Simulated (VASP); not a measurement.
# LaBi2As3 (Cmmm) in VASP: single point with r2SCAN+rVV10

Aim: the single point of LaBi2As3 with r2SCAN+rVV10.

Everything below comes from runs of VASP 6.6.1. Logs are shortened: lines on timing, memory, paths and dates and some standing lists are left out, and cuts for length are marked.

### Step 1. The cell of the first run

The structure is orthorhombic, space group Cmmm (No. 65). Conventional cell: a = 6.233 Å, b = 10.039 Å, c = 5.121 Å, α = 90.00°, β = 90.00°, γ = 90.00°. La (site symmetry mmm) has 10 As at 3.43 to 4.03 Å and 8 Bi at 3.91 Å within 4.5 Å. Within 4.0 Å of Bi (site symmetry 2/m) lie 6 As at 2.95 to 3.18 Å and 2 Bi at 3.12 Å and 4 La at 3.91 Å. Within 3.8 Å of As (site symmetry m2m) lie 5 As at 2.88 to 3.78 Å and 4 Bi at 3.18 Å and 3 La at 3.43 to 3.58 Å. Within 4.1 Å of As (site symmetry mmm) lie 4 As at 2.94 Å and 4 Bi at 2.95 Å and 4 La at 4.03 Å.

### Step 2. Single point, r2SCAN+rVV10

Input file POSCAR:

```
LaBi2As3
1.0
    3.1163345439     -5.0193129296      0.0000000000
    3.1163345439      5.0193129296      0.0000000000
    0.0000000000      0.0000000000      5.1213710140
La Bi As
1 2 3
Direct
    0.0000000000      0.0000000000      0.0000000000
    0.5000000000      0.0000000000      0.5000000000
    0.0000000000      0.5000000000      0.5000000000
    0.6434671610      0.3565328390      0.0000000000
    0.3565328390      0.6434671610      0.0000000000
    0.5000000000      0.5000000000      0.5000000000
```

Input file INCAR.step1:

```
SYSTEM = LaBi2As3
  PREC = Accurate
  ENCUT = 520
  ISMEAR = -1
  SIGMA = 0.03
  LREAL = .FALSE.
  LASPH = .TRUE.
  NELM = 100
  NBANDS = 37
  GGA = PE
  ALGO = Normal
  EDIFF = 1E-4
  LWAVE = .TRUE.
  LCHARG = .FALSE.
```

Input file INCAR.step2:

```
SYSTEM = LaBi2As3
  PREC = Accurate
  ENCUT = 520
  EDIFF = 1E-6
  ISMEAR = -1
  SIGMA = 0.03
  LREAL = .FALSE.
  LASPH = .TRUE.
  NELM = 100
  ALGO = Normal
  ISIF = 2
  LWAVE = .FALSE.
  LCHARG = .FALSE.
  METAGGA = R2SCAN
  LMIXTAU = .TRUE.
  LUSE_VDW = .TRUE.
  IVDW_NL = 2
  BPARAM = 11.95
  CPARAM = 0.0093
  NBANDS = 37
  ISTART = 1
```

Input file KPOINTS:

```
regular mesh
0
G
  6 6 6
  0 0 0
```

Potentials or basis: VASP PAW PBE potentials, release 64 (La, Bi_d, As).

Command:

```console
$ cat potpaw_PBE.64/La/POTCAR potpaw_PBE.64/Bi_d/POTCAR potpaw_PBE.64/As/POTCAR > POTCAR
$ cp INCAR.step1 INCAR
$ mpirun -np 1 vasp_std > vasp.out
$ cp INCAR.step2 INCAR
$ mpirun -np 1 vasp_std > vasp.out
```

OUTCAR:

```text
SYSTEM = LaBi2As3
   PREC = Accurate
   ENCUT = 520
   EDIFF = 1E-6
   ISMEAR = -1
   LREAL = .FALSE.
   LASPH = .TRUE.
   NELM = 100
   ISIF = 2
   METAGGA = R2SCAN
   IVDW_NL = 2
   BPARAM = 11.95
   ISTART = 1

 ion  position               nearest neighbor table
   1  0.000  0.000  0.000-
   2  0.500  0.000  0.500-   6 2.95   6 2.95   3 3.12   3 3.12   4 3.18   5 3.18   5 3.18   4 3.18

   3  0.000  0.500  0.500-   6 2.95   6 2.95   2 3.12   2 3.12   4 3.18   5 3.18   5 3.18   4 3.18

   4  0.643  0.357  0.000-   5 2.88   3 3.18   2 3.18   2 3.18   3 3.18
   5  0.357  0.643  0.000-   4 2.88   3 3.18   2 3.18   2 3.18   3 3.18
   6  0.500  0.500  0.500-   2 2.95   3 2.95   2 2.95   3 2.95

  LATTYP: Found a base centered orthorhombic cell.
 ALAT       =     6.2326690878
 B/A-ratio  =     1.6106463728
 C/A-ratio  =     0.8216978861

  Lattice vectors:

 A1 = (   3.1163345439,  -5.0193129296,   0.0000000000)
 A2 = (   3.1163345439,   5.0193129296,   0.0000000000)
 A3 = (   0.0000000000,   0.0000000000,   5.1213710140)

Analysis of symmetry for initial positions (statically):
=====================================================================
 Subroutine PRICEL returns:
 Original cell was already a primitive cell.

 Routine SETGRP: Setting up the symmetry group for a
 base centered orthorhombic supercell.

 Subroutine GETGRP returns: Found  8 space group operations
 (whereof  8 operations were pure point group operations)
 out of a pool of  8 trial point group operations.

The static configuration has the point symmetry D_2h.

Analysis of symmetry for dynamics (positions and initial velocities):
=====================================================================
 Subroutine PRICEL returns:
 Original cell was already a primitive cell.

 Routine SETGRP: Setting up the symmetry group for a
 base centered orthorhombic supercell.

 Subroutine GETGRP returns: Found  8 space group operations
 (whereof  8 operations were pure point group operations)
 out of a pool of  8 trial point group operations.

The dynamic configuration has the point symmetry D_2h.

 Subroutine INISYM returns: Found  8 space group operations
 (whereof  8 operations are pure point group operations),
 and found     1 'primitive' translations

----------------------------------------------------------------------------------------

                                     Primitive cell
[... 101 lines left out ...]
   EDIFFG = 0.1E-04   stopping-criterion for IOM
   NSW    =      0    number of steps for IOM
   IBRION =     -1    ionic relax: 0-MD 1-quasi-New 2-CG
   NFREE  =      0    steps in history (QN), initial steepest desc. (CG)
   ISIF   =      2    stress and relaxation
   ISYM   =      2    0-nonsym 1-usesym 2-fastsym
   POTIM  = 0.5000    time-step for ionic-motion
   TEBEG  =    0.0;   TEEND  =   0.0 temperature during run
   PSTRESS=    0.0 pullay stress
   NELECT =      56.0000    total number of electrons
   NUPDOWN=      -1.0000    fix difference up-down
   EMIN   =  10.00;   EMAX   =-10.00  energy-range for DOS
   EFERMI =   0.00;   METHOD = LEGACY
   ISMEAR =    -1;   SIGMA  =   0.03  broadening in eV -4-tet -1-fermi 0-gaus
   EFERMI_NEDOS =   21; number of points for ismear=-14 and -15
   IALGO  =     38    algorithm
   IMIX   =      4    mixing-type and parameters
     AMIX     =   0.40;   BMIX     =  1.00
     AMIX_MAG =   1.60;   BMIX_MAG =  1.00
  volume/ion in A,a.u.               =      26.70       180.20
  Fermi-wavevector in a.u.,A,eV,Ry     =   1.153195  2.179222 18.093817  1.329858
  Thomas-Fermi vector in A             =   2.289840
   LORBIT       =      0    0 simple, 1 ext, 2 COOP (PROOUT), +10 PAW based schemes
   METAGGA = R2SCAN    functional components
   LHFCALC =     F    Hartree Fock is set to
   AEXX    =    0.0000 exact exchange contribution
   IVDW_NL    =     2    kernel type
   BPARAM     =11.9500
   IVDW    =     0    specifies the selected vdW correction
   LEPSILON=     F    determine dielectric tensor
   LRPA    =     F    only Hartree local field effects (RPA)
 non-spin polarized calculation
  energy-cutoff  :      520.00
  volume of cell :      160.22
 maximum number of plane-waves:      4352
 NGX is ok and might be reduce to    48
   NGX = 21   NGY = 21   NGZ = 19

 number of electron      55.9999990 magnetization

 Free energy of the ion-electron system (eV)
  ---------------------------------------------------
  ext. energy  EPLUGINS =         0.00000000
  ---------------------------------------------------
  free energy    TOTEN  =      -189.93301871 eV

  energy without entropy =     -189.91892916  energy(sigma->0) =     -189.92597393

 E-fermi :   7.3578     XC(G=0): -10.7400

 val. band max:        7.3525683343   @ k =   0.5000   0.5000   0.3333
 cond. band min:       7.3596289483   @ k =   0.0000   0.0000   0.0000
 fundamental gap:      0.0070606139
 Fermi energy:         7.3577521343

 k-point     1 :       0.0000    0.0000    0.0000
  band No.  band energies     occupation
      1     -27.6391      2.00000
      2     -16.8026      2.00000
      3     -16.6416      2.00000
      4     -16.6072      2.00000
      5     -16.4979      2.00000
      6     -16.4847      2.00000
[... 949 lines left out ...]
     36       8.8182      0.00000
     37       8.9317      0.00000

 [... further k-points ...]

------------------------ aborting loop because EDIFF is reached ----------------------------------------

  FORCE on cell =-STRESS in cart. coord.  units (eV):
  Direction    XX          YY          ZZ          XY          YZ          ZX
  --------------------------------------------------------------------------------------
  -------------------------------------------------------------------------------------
  Total        0.5195063     -0.2263083      0.7241637      0.0000000      0.0000000      0.0000000
  in kB        5.1951344     -2.2631140      7.2417375      0.0000000      0.0000000      0.0000000
  external PRESSURE =       3.3912526 kB  Pullay stress =       0.0000000 kB

 VOLUME and BASIS-vectors are now :
 -----------------------------------------------------------------------------
  energy-cutoff  :      520.00
  volume of cell :      160.22
      direct lattice vectors                 reciprocal lattice vectors
     3.116334544 -5.019312930  0.000000000     0.160444905 -0.099615228  0.000000000
     3.116334544  5.019312930  0.000000000     0.160444905  0.099615228  0.000000000
     0.000000000  0.000000000  5.121371014     0.000000000  0.000000000  0.195260214

 POSITION                                       TOTAL-FORCE (eV/Angst)
 -----------------------------------------------------------------------------------
      0.00000      0.00000      0.00000         0.000000      0.000000      0.000000
      1.55817     -2.50966      2.56069        -0.000000      0.000000      0.000000
      1.55817      2.50966      2.56069        -0.000000      0.000000      0.000000
      3.11633     -1.44021      0.00000        -0.000000      0.305237      0.000000
      3.11633      1.44021      0.00000        -0.000000     -0.305237      0.000000
      3.11633      0.00000      2.56069        -0.000000      0.000000      0.000000
 -----------------------------------------------------------------------------------
    total drift:                               -0.000000     -0.000000      0.000000

  FREE ENERGIE OF THE ION-ELECTRON SYSTEM (eV)
  ---------------------------------------------------
  free  energy   TOTEN  =      -189.9330187062 eV

  energy  without entropy=     -189.9189291604  energy(sigma->0) =     -189.92597393
```

OUTCAR.step1:

```text
SYSTEM = LaBi2As3
   PREC = Accurate
   ENCUT = 520
   ISMEAR = -1
   LREAL = .FALSE.
   LASPH = .TRUE.
[... 1200 lines left out ...]
      3.11633     -1.44021      0.00000        -0.000000      0.270800      0.000000
      3.11633      1.44021      0.00000        -0.000000     -0.270800      0.000000
      3.11633      0.00000      2.56069        -0.000000      0.000000      0.000000
 -----------------------------------------------------------------------------------
    total drift:                                0.000000      0.000000     -0.000000

  FREE ENERGIE OF THE ION-ELECTRON SYSTEM (eV)
  ---------------------------------------------------
  free  energy   TOTEN  =       -27.0973588721 eV

  energy  without entropy=      -27.0829643501  energy(sigma->0) =      -27.09016161
```

Wall time 14 min (1 thread of AMD EPYC 9R45 (Zen 5), shared host); peak memory 0.85 GiB.

What came out:

```
Free energy            : -189.9330 eV
Pressure               : 0.3 GPa
Largest force          : 0.305 eV/Å
Band gap on the k mesh : zero (bands 28 and 29 overlap by 2.02 eV)
```

Forces on the atoms (eV/Å):
```
La   0.000  0.000  0.000
Bi   0.000  0.000  0.000
Bi   0.000  0.000  0.000
As   0.000  0.305  0.000
As   0.000 -0.305  0.000
As   0.000  0.000  0.000
```

Stress tensor (GPa, compression positive):
```
 0.52  0.00  0.00
 0.00 -0.23  0.00
 0.00  0.00  0.72
```

Caveat: the PAW data sets were made with another functional, which shifts forces and pressure a little; spin-orbit coupling is left out, which moves the levels of the heavy elements.
